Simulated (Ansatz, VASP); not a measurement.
## TiCo: VASP beside Ansatz

```xyz
2
Lattice="3.0447 0.0000 0.0000 0.0000 3.0447 0.0000 0.0000 0.0000 3.0447" Properties=species:S:1:pos:R:3 pbc="T T T"
Ti    0.0000    0.0000    0.0000
Co    1.5223    1.5223    1.5223
```

Change from the starting cell: volume scaled by 1.06, PAW files.

Alike in both runs: task electric field gradients; functional PBEsol; k mesh 11 × 11 × 11; occupations fermi-dirac, width 0.03 eV; collinear spin.

```csv
,VASP,Ansatz
version,VASP 6.6.1,Ansatz 0.2.0
potentials or method,"VASP PAW PBE potentials, release 64 (Ti_sv, Co)","PAW with Ansatz's default frozen-core files, scalar-relativistic"
plane-wave cutoff (eV),520,420
valence electrons in the cell,21,29
```

|  | VASP | Ansatz | Ansatz less VASP |
| --- | --- | --- | --- |
| pressure (GPa) | -15.3 | -15.0 | +0.23 |
| net moment per atom (μB) | 0.45 | 0.45 | +0.002 |
| size of the moment on the site where the two differ most (μB) | 1.02 | 1.05 | +0.029 |

VASP's potentials were made for PBE, not for PBEsol. Site moments also hang on the region over which each program counts them. VASP's potentials hold 21 valence electrons a cell and Ansatz's 29, so a difference there can come from the potentials and not from the codes.
